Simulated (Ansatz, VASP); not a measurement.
One calculation of Rb, two programs

File INCAR:

```
PREC     = Accurate       # precision mode
ENCUT    = 600            # plane-wave cutoff, eV
EDIFF    = 1E-7           # SCF threshold, eV
ISMEAR   = -1             # smearing method
SIGMA    = 0.05           # smearing width, eV
LREAL    = F              # projectors in reciprocal space
LASPH    = T              # aspherical terms in the spheres
NELM     = 100            # most SCF steps
ALGO     = Normal         # electronic algorithm
ISIF     = 3              # what is computed and relaxed
LWAVE    = F              # write WAVECAR
LCHARG   = F              # write CHGCAR
GGA      = RE             # functional
IVDW     = 13             # dispersion correction
IBRION   = 2              # ionic algorithm
NSW      = 60             # ionic steps
EDIFFG   = -0.01          # ionic threshold
```

The input KPOINTS:

```
regular mesh
0
Gamma
  7 7 7
```

POSCAR

```
Rb
1.0
   -2.8025000000      2.8025000000      2.8025000000
    2.8025000000     -2.8025000000      2.8025000000
    2.8025000000      2.8025000000     -2.8025000000
Rb
1
Direct
    0.0000000000      0.0000000000      0.0000000000
```

The input input.yaml:

```yaml
crystal:
  lattice:
    - [-2.8025, 2.8025, 2.8025]
    - [2.8025, -2.8025, 2.8025]
    - [2.8025, 2.8025, -2.8025]
  atoms:
    - { symbol: Rb, position: [0.0, 0.0, 0.0] }
hamiltonian:
  xc: revpbe
  pseudopotentials: { kind: paw }
  dispersion: d4
kpoints:
  mp_grid: { grid: [7, 7, 7] }
scf:
  occupations: { method: fermi_dirac, width: 0.05 }
output:
  forces: true
  stress: true
  eigenvalues: true
relax:
  f_tol: 0.01
  max_steps: 40
  cell: { stress_tol: 0.05 }
```

Alike in both runs: task relaxation of cell and atoms; functional revPBE; dispersion D4; k mesh 7 × 7 × 7; occupations fermi-dirac, width 0.05 eV; no spin polarisation.

```csv
,VASP,Ansatz
version,VASP 6.6.1,Ansatz 0.2.0
potentials or method,"VASP PAW PBE potentials, release 64 (Rb_sv)",Ansatz PAW
plane-wave cutoff (eV),600,420
valence electrons in the cell,9,9
```

```csv
,VASP,Ansatz,Ansatz less VASP
"gap on the k mesh at the Fermi level, each at its own relaxed structure (eV)",none,none,-
relaxed volume (Å³/atom),93.68,93.69,+0.014
relaxed cell length with the largest relative difference (Å),4.955,4.956,+0.0002
```

VASP's potentials were made for PBE, not for revPBE. A gap of «none» marks a metal or a gap that the smearing closes.

Noted on Ansatz's run: the plane-wave basis is chosen anew once the cell has moved, so the energies of steps on either side of that aren't comparable.
